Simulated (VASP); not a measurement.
# Ir (Fm-3m) in VASP: notebook, part 2 of 2

VASP 6.6.1. Earlier steps stand in the parts before.

### 3 Single point, r2SCAN

This run uses another cell than the first one, of 14.20 Å³/atom.

Contents of POSCAR:

```
Ir
1.0
    0.0000000000      1.9220797806      1.9220797806
    1.9220797806      0.0000000000      1.9220797806
    1.9220797806      1.9220797806      0.0000000000
Ir
1
Direct
    0.0000000000      0.0000000000      0.0000000000
```

Contents of INCAR.step1:

```
ALGO = Normal
EDIFF = 1E-5
ENCUT = 620
GGA = PE
GGA_COMPAT = False
ISMEAR = 0
LASPH = True
LCHARG = False
LREAL = False
LWAVE = True
NBANDS = 14
NELM = 120
PREC = Accurate
SIGMA = 0.1
```

Contents of INCAR.step2:

```
ALGO = Normal
EDIFF = 1E-6
ENCUT = 620
GGA_COMPAT = False
ISIF = 2
ISMEAR = 0
ISTART = 1
LASPH = True
LCHARG = False
LMIXTAU = True
LREAL = False
LWAVE = False
METAGGA = R2SCAN
NBANDS = 14
NELM = 120
PREC = Accurate
SIGMA = 0.1
```

Contents of KPOINTS:

```
k-points
0
Gamma
  18 18 18
```

Potentials or basis: VASP PAW PBE potentials, release 64 (Ir_sv_GW).

Started as:

```console
> cat potpaw_PBE.64/Ir_sv_GW/POTCAR > POTCAR
> cp INCAR.step1 INCAR
> mpirun -np 1 vasp_std > vasp.out
> cp INCAR.step2 INCAR
> mpirun -np 1 vasp_std > vasp.out
```

OUTCAR:

```text
EDIFF = 1E-6
   ENCUT = 620
   ISIF = 2
   ISMEAR = 0
   ISTART = 1
   LASPH = True
   LREAL = False
   METAGGA = R2SCAN
   NELM = 120
   PREC = Accurate

 ion  position               nearest neighbor table
   1  0.000  0.000  0.000-

  LATTYP: Found a face centered cubic cell.
 ALAT       =     3.8441595612

  Lattice vectors:

 A1 = (   0.0000000000,   1.9220797806,   1.9220797806)
 A2 = (   1.9220797806,   0.0000000000,   1.9220797806)
 A3 = (   1.9220797806,   1.9220797806,   0.0000000000)

Analysis of symmetry for initial positions (statically):
=====================================================================
 Subroutine PRICEL returns:
 Original cell was already a primitive cell.

 Routine SETGRP: Setting up the symmetry group for a
 face centered cubic supercell.

 Subroutine GETGRP returns: Found 48 space group operations
 (whereof 48 operations were pure point group operations)
 out of a pool of 48 trial point group operations.

The static configuration has the point symmetry O_h .

Analysis of symmetry for dynamics (positions and initial velocities):
=====================================================================
 Subroutine PRICEL returns:
 Original cell was already a primitive cell.

[... 163 lines left out ...]
      1     -82.4606      2.00000
      2     -38.2571      2.00000
      3     -38.2571      2.00000
      4     -38.2571      2.00000
      5       1.1286      2.00000
      6       8.6142      2.00000
      7       8.6142      2.00000
      8       8.6142      2.00000
      9      11.3054      2.00000
     10      11.3054      2.00000
     11      26.8646      0.00000
     12      32.6412      0.00000
     13      32.6412      0.00000
     14      32.6412      0.00000
[... 377 lines left out ...]
      1     -82.4239      2.00000
      2     -38.6606      2.00000
      3     -38.3400      2.00000
      4     -38.3036      2.00000
      5       3.4317      2.00000
      6       7.9176      2.00000
      7       9.0619      2.00000
      8       9.1560      2.00000
      9      11.0290      2.00000
     10      11.9179      2.00000
     11      27.2231      0.00000
     12      29.7618      0.00000
     13      35.1963      0.00000
     14      36.4640      0.00000

 [... further k-points ...]
[... 5 lines left out ...]
  --------------------------------------------------------------------------------------
  -------------------------------------------------------------------------------------
  Total       -0.0821130     -0.0821130     -0.0821130      0.0000000     -0.0000000     -0.0000000
  in kB       -9.2635710     -9.2635710     -9.2635710      0.0000000     -0.0000000     -0.0000000
  external PRESSURE =      -9.2635710 kB  Pullay stress =       0.0000000 kB

 VOLUME and BASIS-vectors are now :
 -----------------------------------------------------------------------------
  energy-cutoff  :      620.00
  volume of cell :       14.20
      direct lattice vectors                 reciprocal lattice vectors
     0.000000000  1.922079781  1.922079781    -0.260134884  0.260134884  0.260134884
     1.922079781  0.000000000  1.922079781     0.260134884 -0.260134884  0.260134884
     1.922079781  1.922079781  0.000000000     0.260134884  0.260134884 -0.260134884

 POSITION                                       TOTAL-FORCE (eV/Angst)
 -----------------------------------------------------------------------------------
      0.00000      0.00000      0.00000         0.000000      0.000000      0.000000
 -----------------------------------------------------------------------------------
    total drift:                                0.000000      0.000000     -0.000000

  FREE ENERGIE OF THE ION-ELECTRON SYSTEM (eV)
  ---------------------------------------------------
  free  energy   TOTEN  =       -52.9119896798 eV

  energy  without entropy=      -52.9070634175  energy(sigma->0) =      -52.90952655
```

OUTCAR.step1:

```text
EDIFF = 1E-5
   ENCUT = 620
   GGA = PE
   ISMEAR = 0
   LASPH = True
   LREAL = False
[... 623 lines left out ...]

 POSITION                                       TOTAL-FORCE (eV/Angst)
 -----------------------------------------------------------------------------------
      0.00000      0.00000      0.00000        -0.000000     -0.000000      0.000000
 -----------------------------------------------------------------------------------
    total drift:                                0.000000      0.000000      0.000000

  FREE ENERGIE OF THE ION-ELECTRON SYSTEM (eV)
  ---------------------------------------------------
  free  energy   TOTEN  =        -9.4186109838 eV

  energy  without entropy=       -9.4135052653  energy(sigma->0) =       -9.41605812
```

OSZICAR.step1:

```text
N       E                     dE             d eps       ncg     rms          rms(c)
DAV:   1     0.131729338830E+03    0.13173E+03   -0.12539E+04  5546   0.144E+03
DAV:   2    -0.844458444417E+01   -0.14017E+03   -0.13441E+03  6816   0.431E+02
DAV:   3    -0.105097199436E+02   -0.20651E+01   -0.20539E+01  6042   0.499E+01
DAV:   4    -0.105131845836E+02   -0.34646E-02   -0.34645E-02  6414   0.251E+00
DAV:   5    -0.105131924953E+02   -0.79117E-05   -0.79129E-05  6054   0.115E-01    0.691E+01
DAV:   6    -0.951316693892E+01    0.10000E+01   -0.13493E+00  5742   0.126E+01    0.371E+01
DAV:   7    -0.943464567390E+01    0.78521E-01   -0.41327E-01  6204   0.652E+00    0.656E+00
DAV:   8    -0.941869578767E+01    0.15950E-01   -0.60415E-02  5514   0.307E+00    0.598E-01
DAV:   9    -0.941870175502E+01   -0.59673E-05   -0.75567E-04  6156   0.339E-01    0.276E-01
DAV:  10    -0.941860974832E+01    0.92007E-04   -0.13601E-04  5916   0.171E-01    0.209E-01
DAV:  11    -0.941861098382E+01   -0.12355E-05   -0.54891E-06  2898   0.310E-02
   1 F= -.94186110E+01 E0= -.94160581E+01  d E =-.510572E-02
```

It took 63 s on 1 thread of Intel Xeon 6975P-C (Granite Rapids), shared host; peak memory 0.19 GiB.

What came out:

- Free energy: -52.9120 eV
- Pressure: -0.9 GPa
- Band gap on the k mesh: zero (an odd number of electrons rules out a gap without spin polarisation)

Caveat: the PAW data sets were made with another functional, which shifts forces and pressure a little; spin-orbit coupling is left out, which moves the levels of the heavy elements.

### 4 Single point, r2SCAN

This run uses another cell than the first one, of 14.06 Å³/atom.

Contents of POSCAR:

```
Ir
1.0
    0.0000000000      1.9156000000      1.9156000000
    1.9156000000      0.0000000000      1.9156000000
    1.9156000000      1.9156000000      0.0000000000
Ir
1
Direct
    0.0000000000      0.0000000000      0.0000000000
```

Contents of INCAR.step1:

```
SYSTEM = Ir
ALGO     = Normal         ! electronic algorithm
EDIFF    = 1E-5           ! SCF threshold, eV
ENCUT    = 620            ! plane-wave cutoff, eV
GGA      = PE             ! functional
GGA_COMPAT= .FALSE.      
ISMEAR   = 0              ! smearing method
LASPH    = .TRUE.         ! aspherical terms in the spheres
LCHARG   = .FALSE.        ! write CHGCAR
LREAL    = .FALSE.        ! projectors in reciprocal space
LWAVE    = .TRUE.         ! write WAVECAR
NBANDS   = 14             ! bands
NELM     = 120            ! most SCF steps
PREC     = Accurate       ! precision mode
SIGMA    = 0.1            ! smearing width, eV
```

Contents of INCAR.step2:

```
SYSTEM = Ir
ALGO     = Normal         ! electronic algorithm
EDIFF    = 1E-6           ! SCF threshold, eV
ENCUT    = 620            ! plane-wave cutoff, eV
GGA_COMPAT= .FALSE.      
ISIF     = 2              ! what is computed and relaxed
ISMEAR   = 0              ! smearing method
ISTART   = 1            
LASPH    = .TRUE.         ! aspherical terms in the spheres
LCHARG   = .FALSE.        ! write CHGCAR
LMIXTAU  = .TRUE.       
LREAL    = .FALSE.        ! projectors in reciprocal space
LWAVE    = .FALSE.        ! write WAVECAR
METAGGA  = R2SCAN         ! meta-GGA
NBANDS   = 14             ! bands
NELM     = 120            ! most SCF steps
PREC     = Accurate       ! precision mode
SIGMA    = 0.1            ! smearing width, eV
```

Contents of KPOINTS:

```
k-points
0
G
  8 8 8
  0 0 0
```

Started as:

```console
> cat potpaw_PBE.64/Ir_sv_GW/POTCAR > POTCAR
> cp INCAR.step1 INCAR
> mpirun -np 1 vasp_std > vasp.out
> cp INCAR.step2 INCAR
> mpirun -np 1 vasp_std > vasp.out
```

Run time: 33 s. Hardware: 1 thread of AMD EPYC 7R43 (Zen 3), shared host; peak memory 0.12 GiB.

Results (log left out):

* Free energy: -52.8369 eV
* Pressure: 4.4 GPa
* Band gap on the k mesh: zero (an odd number of electrons rules out a gap without spin polarisation)

Levels at points of the mesh, in eV from the Fermi level:
```tsv
k point	band 6	band 7	band 8	band 9	band 10	band 11
(0.00, 0.00, 0.00)	-4.10	-4.10	-4.10	-1.37	-1.37	14.15
(0.50, 0.00, 0.00)	-4.26	-4.26	-0.78	0.88	0.88	7.70
(0.50, 0.50, 0.00)	-7.75	0.78	1.53	1.53	1.68	11.15
```

Caveat: the cell stands under pressure; the PAW data sets were made with another functional, which shifts forces and pressure a little; spin-orbit coupling is left out, which moves the levels of the heavy elements.

### 5 The runs side by side

| cell | k mesh | gap on the mesh (eV) | pressure (GPa) |
| --- | --- | --- | --- |
| a = 2.605 Å, angles 60.0°, 1 atom | 18 × 18 × 18 | none | 65.4 |
| a = 2.718 Å, angles 60.0°, 1 atom | 18 × 18 × 18 | none | -0.9 |
| a = 2.709 Å, angles 60.0°, 1 atom | 8 × 8 × 8 | none | 4.4 |

Alike in all rows: task single point; level r2SCAN; potentials or basis VASP PAW PBE potentials, release 64 (Ir_sv_GW); no spin polarisation; cutoff (eV) 620; smearing gaussian 0.1 eV.

Caveats: the PAW data sets were made with another functional, which shifts forces and pressure a little; spin-orbit coupling is left out, which moves the levels of the heavy elements; the cell stands under pressure (at least some runs).

Absolute energies hang on the potentials; compare differences alone.
